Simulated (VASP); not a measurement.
# SiC (P1) in VASP: relaxation of the atoms with PBE

Aim: the relaxation of the atoms of SiC with PBE.

Program: VASP 6.6.1. These are calculated values, not measurements. Logs are shortened: lines on timing, memory, paths and dates and some standing lists are left out, and cuts for length are marked.

## 1. The cell of the first run

The typed cell holds 12 atoms: a = 3.080 Å, b = 3.080 Å, c = 15.122 Å, α = 90.00°, β = 90.00°, γ = 120.04°.

## 2. Relaxation of the atoms, PBE (atoms moved at random)

INCAR reads:

```
SYSTEM = SiC
ALGO = Normal ; EDIFF = 1E-7
EDIFFG = -0.002 ; EFERMI = MIDGAP
ENCUT = 640 ; GGA = PE
GGA_COMPAT = .False. ; IBRION = 2
ISIF = 2 ; ISMEAR = 0
KPAR = 8 ; LASPH = .True.
LCHARG = .False. ; LREAL = .False.
LWAVE = .False. ; NELM = 120
NELMIN = 4 ; NSW = 120
PREC = Accurate ; SIGMA = 0.03
```

KPOINTS reads:

```
Automatic mesh
0
Gamma
  8 8 2
  0 0 0
```

POSCAR reads:

```
SiC
1.0
    1.5389000000     -2.6675000000      0.0000000000
    1.5389000000      2.6675000000      0.0000000000
    0.0000000000      0.0000000000     15.1219000000
Si C
6 6
Direct
    0.1902820000      0.8465920000      0.8124390000
    0.8060520000      0.1492820000      0.3060610000
    0.4814330000      0.4886030000      0.9720100000
    0.4919360000      0.5045000000      0.4724490000
    0.8603490000      0.1879710000      0.6444790000
    0.1799380000      0.8449270000      0.1426120000
    0.1830350000      0.8421950000      0.6830310000
    0.8334870000      0.1679090000      0.1816810000
    0.8275230000      0.1511020000      0.5166890000
    0.1641050000      0.8270220000      0.0175100000
    0.4941620000      0.5083760000      0.8490720000
    0.5106000000      0.5092290000      0.3461940000
```

Potentials or basis: VASP PAW PBE potentials, release 64 (Si, C).

On the command line:

```bash
> cat potpaw_PBE.64/Si/POTCAR potpaw_PBE.64/C/POTCAR > POTCAR
> mpirun -np 8 vasp_std > vasp.out
```

OUTCAR:

```text
SYSTEM = SiC
   EDIFF = 1E-7
   EDIFFG = -0.002
   EFERMI = MIDGAP
   ENCUT = 640
   GGA = PE
   IBRION = 2
   ISIF = 2
   ISMEAR = 0
   LASPH = .True.
   LREAL = .False.
   NELM = 120
   NELMIN = 4
   NSW = 120
   PREC = Accurate

 ion  position               nearest neighbor table
   1  0.190  0.847  0.812-  11 1.80  11 1.85  11 1.94   7 1.96   3 2.96   3 2.97   3 3.06   5 3.09
                             5 3.11   5 3.11
   2  0.806  0.149  0.306-  12 1.81  12 1.85   8 1.88  12 1.97   6 2.98   4 3.05   6 3.06   4 3.09
                             6 3.09   4 3.11
   3  0.481  0.489  0.972-  11 1.86  10 1.88  10 1.89  10 1.95   1 2.96   1 2.97   1 3.06   6 3.10
                             6 3.12
   4  0.492  0.505  0.472-   9 1.85   9 1.89  12 1.91   9 1.96   2 3.05   2 3.09   5 3.10   2 3.11

   5  0.860  0.188  0.644-   7 1.84   7 1.88   7 1.90   9 1.94   1 3.09   4 3.10   1 3.11   1 3.11

   6  0.180  0.845  0.143-   8 1.84   8 1.88  10 1.89   8 1.90   2 2.98   2 3.06   2 3.09   3 3.10
                             3 3.12
   7  0.183  0.842  0.683-   5 1.84   5 1.88   5 1.90   1 1.96
   8  0.833  0.168  0.182-   6 1.84   6 1.88   2 1.88   6 1.90
   9  0.828  0.151  0.517-   4 1.85   4 1.89   5 1.94   4 1.96
  10  0.164  0.827  0.018-   3 1.88   6 1.89   3 1.89   3 1.95
  11  0.494  0.508  0.849-   1 1.80   1 1.85   3 1.86   1 1.94
  12  0.511  0.509  0.346-   2 1.81   2 1.85   4 1.91   2 1.97

  LATTYP: Found a base centered orthorhombic cell.
 ALAT       =     3.0778000000
 B/A-ratio  =     1.7333809864
 C/A-ratio  =     4.9132172331

  Lattice vectors:

 A1 = (   1.5389000000,  -2.6675000000,   0.0000000000)
 A2 = (   1.5389000000,   2.6675000000,   0.0000000000)
 A3 = (   0.0000000000,   0.0000000000,  15.1219000000)

Analysis of symmetry for initial positions (statically):
=====================================================================
 Subroutine PRICEL returns:
 Original cell was already a primitive cell.

 Routine SETGRP: Setting up the symmetry group for a
 base centered orthorhombic supercell.

 Subroutine GETGRP returns: Found  1 space group operations
 (whereof  1 operations were pure point group operations)
 out of a pool of  8 trial point group operations.

The static configuration has the point symmetry C_1 .

Analysis of symmetry for dynamics (positions and initial velocities):
=====================================================================
 Subroutine PRICEL returns:
 Original cell was already a primitive cell.

[... 148 lines left out ...]
     AMIX     =   0.40;   BMIX     =  1.00
     AMIX_MAG =   1.60;   BMIX_MAG =  1.00
  volume/ion in A,a.u.               =      10.35        69.82
  Fermi-wavevector in a.u.,A,eV,Ry     =   1.192628  2.253739 19.352390  1.422361
  Thomas-Fermi vector in A             =   2.328661
   LORBIT       =      0    0 simple, 1 ext, 2 COOP (PROOUT), +10 PAW based schemes
   GGA     = PE    functional components
   LHFCALC =     F    Hartree Fock is set to
   AEXX    =    0.0000 exact exchange contribution
   IVDW    =     0    specifies the selected vdW correction
   LEPSILON=     F    determine dielectric tensor
   LRPA    =     F    only Hartree local field effects (RPA)

   CSHIFT  =0.1000    complex shift for real part using Kramers Kronig

   OMEGAMAX=  -1.0    maximum frequency
 conjugate gradient relaxation of ions
 non-spin polarized calculation
 Gauss-broadening in eV      SIGMA  =   0.03
  energy-cutoff  :      640.00
  volume of cell :      124.15
 maximum number of plane-waves:      4603
 NGX is ok and might be reduce to    28
   NGX = 13   NGY = 13   NGZ = 63

--------------------------------------- Ionic step        1  -------------------------------------------

 number of electron      48.0000000 magnetization

 Free energy of the ion-electron system (eV)
  ---------------------------------------------------
  ext. energy  EPLUGINS =         0.00000000
  ---------------------------------------------------
  free energy    TOTEN  =       -89.93333167 eV

  energy without entropy =      -89.93333167  energy(sigma->0) =      -89.93333167

------------------------ aborting loop because EDIFF is reached ----------------------------------------

  FORCE on cell =-STRESS in cart. coord.  units (eV):
  Direction    XX          YY          ZZ          XY          YZ          ZX
  --------------------------------------------------------------------------------------
  -------------------------------------------------------------------------------------
  Total        3.1032320      4.0583802      1.5092121      1.6009745     -0.0572275      0.0913898
  in kB       40.0473372     52.3735642     19.4764446     20.6606420     -0.7385234      1.1793892
  external PRESSURE =      37.2991153 kB  Pullay stress =       0.0000000 kB
[... 119 lines left out ...]
  FREE ENERGIE OF THE ION-ELECTRON SYSTEM (eV)
  ---------------------------------------------------
  free  energy   TOTEN  =       -90.3266060478 eV

  energy  without entropy=      -90.3266060478  energy(sigma->0) =      -90.32660605

[... ionic steps 4 to 28 ...]

--------------------------------------- Ionic step       29  -------------------------------------------

 number of electron      47.9999999 magnetization

------------------------ aborting loop because EDIFF is reached ----------------------------------------
[... 87 lines left out ...]
--------------------------------------- Ionic step       31  -------------------------------------------

 number of electron      47.9999999 magnetization

 Free energy of the ion-electron system (eV)
  ---------------------------------------------------
  ext. energy  EPLUGINS =         0.00000000
  ---------------------------------------------------
  free energy    TOTEN  =       -90.36804639 eV

  energy without entropy =      -90.36804639  energy(sigma->0) =      -90.36804639

 E-fermi :   9.1667     XC(G=0): -11.3542

 val. band max:        8.1583687204   @ k =   0.0000   0.0000   0.0000
 cond. band min:      10.1750334383   @ k =   0.5000   0.0000   0.0000
 fundamental gap:      2.0166647179
 Fermi energy:         9.1667010793

 k-point     1 :       0.0000    0.0000    0.0000
  band No.  band energies     occupation
      1      -7.3037      2.00000
      2      -6.7831      2.00000
      3      -6.7473      2.00000
      4      -5.2555      2.00000
      5      -5.2271      2.00000
      6      -3.7444      2.00000
[... 805 lines left out ...]
     30      14.1902      0.00000
     31      14.3945      0.00000

 [... further k-points ...]
[... 5 lines left out ...]
  --------------------------------------------------------------------------------------
  -------------------------------------------------------------------------------------
  Total        2.5475968      2.3200261      2.0427542      0.0025943      0.0001674      0.0002226
  in kB       32.8768423     29.9400328     26.3618273      0.0334792      0.0021609      0.0028728
  external PRESSURE =      29.7262341 kB  Pullay stress =       0.0000000 kB
[... 27 lines left out ...]
  FREE ENERGIE OF THE ION-ELECTRON SYSTEM (eV)
  ---------------------------------------------------
  free  energy   TOTEN  =       -90.3680463882 eV

  energy  without entropy=      -90.3680463882  energy(sigma->0) =      -90.36804639

 reached required accuracy - stopping structural energy minimisation
```

CONTCAR:

```text
SiC
   1.00000000000000
     1.5388999999999999   -2.6675000000000000    0.0000000000000000
     1.5388999999999999    2.6675000000000000    0.0000000000000000
     0.0000000000000000    0.0000000000000000   15.1219000000000001
  Si              C
     6     6
Direct
     0.1683382995288905    0.8356744102668306    0.8078256201137719
     0.8354117143046842    0.1688784794819770    0.3078073837892128
     0.5017530225231385    0.5024196214969739    0.9745431699074659
     0.5021701131902391    0.5023055948941728    0.4745378713035870
     0.8351913836874942    0.1689171089570193    0.6413249617030333
     0.1685852245018082    0.8356639232654564    0.1413145615662613
     0.1684291737477392    0.8356225897721644    0.6828565818631358
     0.8353391989485046    0.1689328615392033    0.1828419233693884
     0.8354334868357500    0.1690383387802799    0.5163609671846316
     0.1684918528815796    0.8356848400166680    0.0163588539298122
     0.5016000132696874    0.5024230961158391    0.8492371813009834
     0.5021585165804864    0.5021471354134052    0.3492179239686995

  0.00000000E+00  0.00000000E+00  0.00000000E+00
  0.00000000E+00  0.00000000E+00  0.00000000E+00
  0.00000000E+00  0.00000000E+00  0.00000000E+00
  0.00000000E+00  0.00000000E+00  0.00000000E+00
  0.00000000E+00  0.00000000E+00  0.00000000E+00
  0.00000000E+00  0.00000000E+00  0.00000000E+00
  0.00000000E+00  0.00000000E+00  0.00000000E+00
  0.00000000E+00  0.00000000E+00  0.00000000E+00
  0.00000000E+00  0.00000000E+00  0.00000000E+00
  0.00000000E+00  0.00000000E+00  0.00000000E+00
  0.00000000E+00  0.00000000E+00  0.00000000E+00
  0.00000000E+00  0.00000000E+00  0.00000000E+00
```

Run time: 7.7 min. Hardware: 8 MPI ranks of Intel Xeon 6975P-C (Granite Rapids), shared host; peak memory 0.51 GiB.

Results:

```yaml
Free_energy: -90.3680 eV
Energy_gained_by_relaxing: 36.2 meV/atom
Ionic_steps: 31
Pressure_after_relaxing: 3.0 GPa
Band_gap_on_the_k_mesh: 2.02 eV (least direct gap 3.12 eV)
```

Step by step:
| step | energy change (eV) | largest force (eV/Å) | pressure (GPa) |
| --- | --- | --- | --- |
| 1 | 0.0000 | 2.6169 | 3.73 |
| 2 | -0.1068 | 2.6306 | 3.60 |
| 3 | -0.3933 | 0.6079 | 3.01 |
| 4 | -0.4104 | 0.4038 | 2.99 |
| 5 | -0.4134 | 0.2766 | 2.98 |
| 6 | -0.4226 | 0.1634 | 2.97 |
| 7 | -0.4241 | 0.2611 | 2.97 |
| 8 | -0.4299 | 0.1293 | 2.97 |
| 9 | -0.4302 | 0.1863 | 2.98 |
| 10 | -0.4332 | 0.0720 | 2.97 |
| 11 | -0.4333 | 0.0719 | 2.97 |
| 12 | -0.4337 | 0.0429 | 2.97 |
| 13 | -0.4337 | 0.0378 | 2.97 |
| 14 | -0.4339 | 0.0334 | 2.97 |
| 15 | -0.4342 | 0.0531 | 2.97 |
| 16 | -0.4343 | 0.0262 | 2.97 |
| 17 | -0.4344 | 0.0186 | 2.97 |
| 18 | -0.4344 | 0.0232 | 2.97 |
| 19 | -0.4345 | 0.0182 | 2.97 |
| 20 | -0.4345 | 0.0178 | 2.97 |
| 21 | -0.4346 | 0.0136 | 2.97 |
| 22 | -0.4346 | 0.0155 | 2.97 |
| 23 | -0.4346 | 0.0189 | 2.97 |
| 24 | -0.4346 | 0.0176 | 2.97 |
| 25 | -0.4347 | 0.0154 | 2.97 |
| 26 | -0.4347 | 0.0166 | 2.97 |
| 27 | -0.4347 | 0.0045 | 2.97 |
| 28 | -0.4347 | 0.0046 | 2.97 |
| 29 | -0.4347 | 0.0029 | 2.97 |
| 30 | -0.4347 | 0.0040 | 2.97 |
| 31 | -0.4347 | 0.0019 | 2.97 |

Final structure:
```
Si C
1.0
     1.53890   -2.66750    0.00000
     1.53890    2.66750    0.00000
     0.00000    0.00000   15.12190
Si C
6 6
Direct
  0.16834 0.83567 0.80783
  0.83541 0.16888 0.30781
  0.50175 0.50242 0.97454
  0.50217 0.50231 0.47454
  0.83519 0.16892 0.64133
  0.16859 0.83566 0.14131
  0.16843 0.83562 0.68286
  0.83534 0.16893 0.18284
  0.83543 0.16904 0.51636
  0.16849 0.83568 0.01636
  0.50160 0.50242 0.84924
  0.50216 0.50215 0.34922
```

Caveat: the cell differs from its parent crystal (atoms moved at random). A k mesh can miss the band edges.
